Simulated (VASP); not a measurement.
Set up this calculation in VASP 6.6.1, as the native input.

| Property | Result |
| --- | --- |
| Task | relaxation of cell and atoms |
| Functional | PBE |
| Potentials or basis | VASP PAW PBE potentials, release 64 (Si, C) |
| Cutoff | 600 eV |
| k mesh | 6 × 6 × 6 |
| Occupations | gaussian, width 0.1 eV |
| Spin | no spin polarisation |
| Dipole correction | no |
| Further INCAR settings | ALGO = Normal; EDIFF = 1e-07; IBRION = 2; EDIFFG = -0.04; NSW = 90; ISIF = 3 |

The structure of Si2C lies in POSCAR:

```
Si2C
1.0
   -2.8332947256      2.8332947256      2.3584378083
    2.8332947256     -2.8332947256      2.3584378083
    2.8332947256      2.8332947256     -2.3584378083
Si C
4 2
Direct
    0.6670000000      0.1670000000      0.8340000000
    0.1670000000      0.3330000000      0.5000000000
    0.3330000000      0.8330000000      0.1660000000
    0.8330000000      0.6670000000      0.5000000000
    0.2500000000      0.2500000000      0.0000000000
    0.7500000000      0.7500000000      0.0000000000
```

The input as run:

INCAR

```
SYSTEM = Si2C
PREC = Accurate ; ENCUT = 600
EDIFF = 1E-7 ; ISMEAR = 0
SIGMA = 0.1 ; LREAL = .FALSE.
LASPH = .TRUE. ; NELM = 60
ALGO = Normal ; ISIF = 3
LWAVE = .FALSE. ; LCHARG = .FALSE.
GGA = PE ; IBRION = 2
NSW = 90 ; EDIFFG = -0.04
```

KPOINTS

```
Automatic mesh
0
G
  6 6 6
  0 0 0
```

Potentials or basis: VASP PAW PBE potentials, release 64 (Si, C).

Launch:

```console
$ cat potpaw_PBE.64/Si/POTCAR potpaw_PBE.64/C/POTCAR > POTCAR
$ mpirun -np 1 vasp_std > vasp.out
```

Results of the run:

```yaml
Relaxed_volume: 11.49 Å³/atom
Relaxed_cell: a = 4.515 Å, b = 4.515 Å, c = 4.515 Å, α = 104.39°, β = 104.39°, γ = 120.19°
Space_group_after_relaxing_to_0.05_Å: I4/mcm (No. 140)
Energy_gained_by_relaxing: 37.2 meV/atom
Ionic_steps: 9
Pressure_after_relaxing: -0.1 GPa
Largest_force_after_relaxing: 0.036 eV/Å
Band_gap_on_the_k_mesh: zero (band 12 reaches 12.63 eV, above the bottom of band 13 at 8.24 eV)
```

It took 98 s on 1 thread of Intel(R) Xeon(R) 6975P-C (Granite Rapids), on a shared host, peak memory 0.25 GiB.
